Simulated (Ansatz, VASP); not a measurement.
**One calculation of BP, two programs**

```xyz
2
Lattice="2.7316 0.0000 0.0000 0.0000 2.7316 0.0000 0.0000 0.0000 2.7316" Properties=species:S:1:pos:R:3 pbc="T T T"
B     0.0000    0.0000    0.0000
P     1.3658    1.3658    1.3658
```

Change from the starting cell: species swapped into the BePd type (Pm-3m, No. 221).

Alike in both runs: functional PBE; k mesh 6 × 6 × 6; occupations gaussian, width 0.1 eV; no spin polarisation.

Ansatz relaxed the structure, and its values are those at the end. VASP's run is a single point on that final structure, the one shown.

```csv
,VASP,Ansatz
version,VASP 6.6.1,Ansatz 0.2.0
potentials or method,"VASP PAW PBE potentials, release 64 (B, P), cutoff 500 eV","scalar-relativistic, plane waves, PAW"
valence electrons in the cell,8,8
```

```tsv
	VASP	Ansatz	Ansatz less VASP
gap on the k mesh at the Fermi level (eV)	none	none	-
pressure (GPa)	0.0	0.2	+0.22
```

A gap of «none» marks a metal or a gap that the smearing closes.

The k mesh is coarse, so the values compare programs but aren't converged.
